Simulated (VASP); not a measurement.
Runs of VASP 6.6.1 on SnSe2. The structure is that of space group P4/mmm (No. 123), or close to it. The cells are those of the table. 

```tsv
task	cell	k mesh	cutoff (eV)	gap on the mesh (eV)	pressure (GPa)	largest force (eV/Å)
single point	a = 5.303, b = 5.303, c = 5.019 Å, 3 atoms	4 × 4 × 4	520	none	0.3	0.01
single point	a = 5.267, b = 5.267, c = 6.048 Å, 3 atoms	10 × 10 × 10	520	none	0.0	-
single point	a = 5.267, b = 5.267, c = 6.048 Å, 3 atoms	10 × 10 × 8	520	none	0.0	-
single point	a = 4.558, b = 4.558, c = 4.632 Å, 3 atoms	4 × 4 × 4	520	none	(a)	0.39
relaxation of cell and atoms	relaxed from a = 4.558, b = 4.558, c = 4.632 Å, 3 atoms	4 × 4 × 4	600	none	-0.1	0.01
```

Alike in all rows: level PBE; potentials or basis VASP PAW PBE potentials, release 64 (Sn_d, Se); no spin polarisation; smearing gaussian 0.1 eV.

Task: Estimate the missing entries.

Result: (a) 28.3.

Caveats: spin-orbit coupling is left out, which moves the levels of the heavy elements.

A k mesh can miss the band edges, and the runs leave out spin-orbit coupling on Se, Sn.

A gap of «none» marks levels without a gap at the run's occupations.
